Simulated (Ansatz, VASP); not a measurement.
Two plane-wave programs on Co

File INCAR:

```
SYSTEM = Co
ALGO     = Normal         ! electronic algorithm
EDIFF    = 1E-6           ! SCF threshold, eV
ENCUT    = 600            ! plane-wave cutoff, eV
GGA      = PS             ! functional
GGA_COMPAT= .False.      
ISIF     = 2              ! what is computed and relaxed
ISMEAR   = -1             ! smearing method
ISPIN    = 2              ! spin polarisation
LASPH    = .True.         ! aspherical terms in the spheres
LCHARG   = .False.        ! write CHGCAR
LMAXMIX  = 4              ! l up to which the mixer works
LORBIT   = 11             ! projections on sites
LREAL    = .False.        ! projectors in reciprocal space
LWAVE    = .False.        ! write WAVECAR
MAGMOM   = 2 2            ! initial moments
NBANDS   = 28             ! bands
NELM     = 200            ! most SCF steps
PREC     = Accurate       ! precision mode
SIGMA    = 0.05           ! smearing width, eV
```

Contents of KPOINTS:

```
k-points
0
Gamma
  12 12 7
  0 0 0
```

File POSCAR:

```
Co
1.0
    2.4706706468      0.0000000000      0.0000000000
   -1.2353353234      2.1396635445      0.0000000000
    0.0000000000      0.0000000000      4.0360182824
Co
2
Direct
    0.3333333333      0.6666666667      0.7401390000
    0.6666666667      0.3333333333      0.2598610000
```

input.yaml

```yaml
crystal:
  lattice:
    - [2.4706706468, 0.0, 0.0]
    - [-1.2353353234, 2.1396635445, 0.0]
    - [0.0, 0.0, 4.0360182824]
  atoms:
    - { symbol: Co, position: [0.3333333333, 0.6666666667, 0.740139], spin: 2.0 }
    - { symbol: Co, position: [0.6666666667, 0.3333333333, 0.259861], spin: 2.0 }
hamiltonian:
  xc: pbesol
  pseudopotentials: { kind: paw }
magnetization:
  spin_polarized: true
kpoints:
  mp_grid: { grid: [12, 12, 7] }
scf:
  occupations: { method: fermi_dirac, width: 0.05 }
output:
  forces: true
  stress: true
  eigenvalues: true
```

Alike in both runs: task single point; functional PBEsol; k mesh 12 × 12 × 7; occupations fermi-dirac, width 0.05 eV; collinear spin.

|  | VASP | Ansatz |
| --- | --- | --- |
| version | VASP 6.6.1 | Ansatz 0.2.0 |
| potentials or method | VASP PAW PBE potentials, release 64 (Co_sv) | Ansatz PAW |
| plane-wave cutoff (eV) | 600 | 420 |
| valence electrons in the cell | 34 | 34 |

Ansatz gave:

```
gap on the k mesh at the Fermi level (eV)                     : none
pressure (GPa)                                                : -5.2
traceless stress, the component that is largest in VASP (GPa) : -2.04
rms of the force components (eV/Å)                            : 0.295
net moment per atom (μB)                                      : 1.61
size of the moment on the site where the two differ most (μB) : 1.68
```

Task: Which values does VASP return?

Result: gap on the k mesh at the Fermi level (eV): none; pressure (GPa): -9.1; traceless stress, the component that is largest in VASP (GPa): -2.03; rms of the force components (eV/Å): 0.295; net moment per atom (μB): 1.61; size of the moment on the site where the two differ most (μB): 1.67.

VASP's potentials were made for PBE, not for PBEsol. Site moments also hang on the region over which each program counts them. Atom by atom the forces differ by 0.000 eV/Å (rms over components). A gap of «none» marks a metal or a gap that the smearing closes.
